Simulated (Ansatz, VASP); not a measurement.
Two plane-wave programs on Al3Cu

```
Al Cu
1.0
     2.77610    0.00000    0.00000
     0.00000    2.77610    0.00000
     0.00000    0.00000    7.61987
Al Cu
3 1
Cartesian
  0.0000 0.0000 3.8099
  1.3880 1.3880 1.8664
  1.3880 1.3880 5.7535
  0.0000 0.0000 0.0000
```

Alike in both runs: task single point; functional PBEsol; k mesh 16 × 16 × 6; occupations gaussian, width 0.1 eV; no spin polarisation.

```csv
,VASP,Ansatz
version,VASP 6.6.1,Ansatz 0.2.0
potentials or method,"VASP PAW PBE potentials, release 64 (Al, Cu), cutoff 520 eV","scalar-relativistic, plane waves, PAW"
valence electrons in the cell,20,28
```

Ansatz gave:

```
gap on the k mesh at the Fermi level (eV)                     : none
pressure (GPa)                                                : -0.4
traceless stress, the component that is largest in VASP (GPa) : -0.84
rms of the force components (eV/Å)                            : 0.389
```

Task: Which values does VASP return?

Result: gap on the k mesh at the Fermi level (eV): none; pressure (GPa): -0.1; traceless stress, the component that is largest in VASP (GPa): -0.81; rms of the force components (eV/Å): 0.382.

VASP's potentials were made for PBE, not for PBEsol. Atom by atom the forces differ by 0.007 eV/Å (rms over components). A gap of «none» marks a metal or a gap that the smearing closes. With one functional, cell and mesh, what is left measures potentials, basis and numerics. VASP's potentials hold 20 valence electrons a cell and Ansatz's 28, so a difference there can come from the potentials and not from the codes.
